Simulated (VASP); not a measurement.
AlN (vib), 4 atoms in the cell. It takes space group P6_3/mmc (No. 194, hexagonal). Conventional cell: a = 3.312 Å, b = 3.312 Å, c = 4.188 Å, α = 90.00°, β = 90.00°, γ = 120.00°. Within 2.5 Å of Al (site symmetry -6m2) lie 5 N at 1.91 to 2.09 Å. Within 2.5 Å of N (site symmetry -6m2) lie 5 Al at 1.91 to 2.09 Å. 

| Property | Result |
| --- | --- |
| Program | VASP 6.6.1 |
| Task | relaxation of cell and atoms |
| Functional | LDA |
| Potentials or basis | VASP PAW LDA potentials, release 64 (Al, N) |
| Cutoff | 600 eV |
| k mesh | 9 × 9 × 6 |
| Occupations | gaussian, width 0.1 eV |
| Spin | no spin polarisation |
| Dipole correction | no |
| Further INCAR settings | ALGO = Normal; EDIFF = 1e-07; IBRION = 2; EDIFFG = -0.05; NSW = 100; ISIF = 3 |

Potentials or basis: VASP PAW LDA potentials, release 64 (Al, N).

Run with:

```sh
$ cat potpaw_LDA.64/Al/POTCAR potpaw_LDA.64/N/POTCAR > POTCAR
$ mpirun -np 1 vasp_std > vasp.out
```

Hardware: 1 thread of Intel(R) Xeon(R) Platinum 8375C CPU @ 2.90GHz (Ice Lake), with other jobs on the host.

Problem. Estimate the wall time of this run.

Solution. Wall time 92 s on 1 thread of Intel(R) Xeon(R) Platinum 8375C CPU @ 2.90GHz (Ice Lake), with other jobs on the host, peak memory 0.16 GiB. Counts: scf iterations 40, k points 48, ion steps 5.
